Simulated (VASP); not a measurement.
A run of VASP 6.6.1 is set up as follows.

File INCAR:

```
PREC = Accurate
ENCUT = 520
EDIFF = 1E-6
ISMEAR = 0
SIGMA = 0.15
LREAL = F
LASPH = T
NELM = 80
ALGO = Normal
ISIF = 2
LWAVE = F
LCHARG = T
GGA = CA
LELF = T
LVHAR = T
NBANDS = 14
```

The input KPOINTS:

```
regular mesh
0
Gamma
  9 9 3
```

The input POSCAR:

```
Al
1.0
    2.8041276861      0.0000000000      0.0000000000
   -1.4020638431      2.4284458116      0.0000000000
    0.0000000000      0.0000000000      9.3031001560
Al
4
Direct
    0.0000000000      0.0000000000      0.0000000000
    0.0000000000      0.0000000000      0.5000000000
    0.3333333333      0.6666666667      0.2500000000
    0.6666666667      0.3333333333      0.7500000000
```

Potentials or basis: VASP PAW LDA potentials, release 64 (Al).

Command:

```bash
$ cat potpaw_LDA.64/Al/POTCAR > POTCAR
$ mpirun -np 1 vasp_std > vasp.out
```

Question: What does it give for the band gap on the k mesh?

Answer: Zero (band 6 reaches 12.01 eV, above the bottom of band 7 at 6.90 eV).

Question: Predict the pressure.

Answer: 0.1 GPa.
